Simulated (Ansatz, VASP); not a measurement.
## Two plane-wave programs on BaZrO3

```
CELL_PARAMETERS angstrom
4.02975 0.00000 0.00000
0.00000 4.02975 0.00000
0.00000 0.00000 4.02975
ATOMIC_POSITIONS crystal
Ba 0.00000 0.00000 0.00000
Zr 0.50000 0.50000 0.50000
O 0.00000 0.50000 0.50000
O 0.50000 0.00000 0.50000
O 0.50000 0.50000 0.00000
```

Alike in both runs: task single point; functional r2SCAN; k mesh 6 × 6 × 6; occupations gaussian, width 0.02 eV; no spin polarisation.

|  | VASP | Ansatz |
| --- | --- | --- |
| version | VASP 6.6.1 | Ansatz 0.2.0 |
| potentials or method | VASP PAW PBE potentials, release 64 (Ba_sv, Zr_sv, O), cutoff 520 eV | scalar-relativistic, plane waves, PAW |
| valence electrons in the cell | 40 | 40 |

|  | VASP | Ansatz | Ansatz less VASP |
| --- | --- | --- | --- |
| gap on the k mesh at the Fermi level (eV) | 3.97 | 4.04 | +0.075 |
| least direct gap on the mesh (eV) | 4.03 | 4.06 | +0.036 |

VASP's potentials were made for PBE, not for r2SCAN. With one functional, cell and mesh, what is left measures potentials, basis and numerics.

Neither program's run includes spin-orbit coupling.
